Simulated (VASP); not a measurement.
Input of a VASP 6.6.1 run:

INCAR

```
SYSTEM = BeCl
PREC = Accurate ; ENCUT = 520
EDIFF = 1E-6 ; ISMEAR = 0
SIGMA = 0.1 ; LREAL = .FALSE.
LASPH = .TRUE. ; NELM = 100
ALGO = Normal ; ISIF = 2
LWAVE = .FALSE. ; LCHARG = .FALSE.
GGA = PS ; NBANDS = 17
```

KPOINTS

```
Automatic mesh
0
G
  6 6 4
  0 0 0
```

Contents of POSCAR:

```
BeCl
1.0
    2.8935360616      0.0000000000      0.0000000000
    0.0000000000      2.8935360616      0.0000000000
    0.0000000000      0.0000000000      7.7255654625
Be Cl
2 2
Direct
    0.0000000000      0.5000000000      0.1290296108
    0.5000000000      0.0000000000      0.8709703892
    0.0000000000      0.5000000000      0.7106882042
    0.5000000000      0.0000000000      0.2893117958
```

Potentials or basis: VASP PAW PBE potentials, release 64 (Be, Cl).

Run with:

```console
$ cat potpaw_PBE.64/Be/POTCAR potpaw_PBE.64/Cl/POTCAR > POTCAR
$ mpirun -np 1 vasp_std > vasp.out
```

(1) Predict the pressure.

(2) Estimate the band gap on the k mesh.

Results:

(1) 0.0 GPa.

(2) zero (bands 9 and 10 overlap by 1.20 eV).

Caveat: the k points lie up to 0.36 Å⁻¹ apart, too coarse for converged energies and pressures of a metal; the PAW data sets were made with another functional, which shifts forces and pressure a little; this functional lacks dispersion, which binds the layers, so the pressure and a relaxed spacing across them are unreliable.
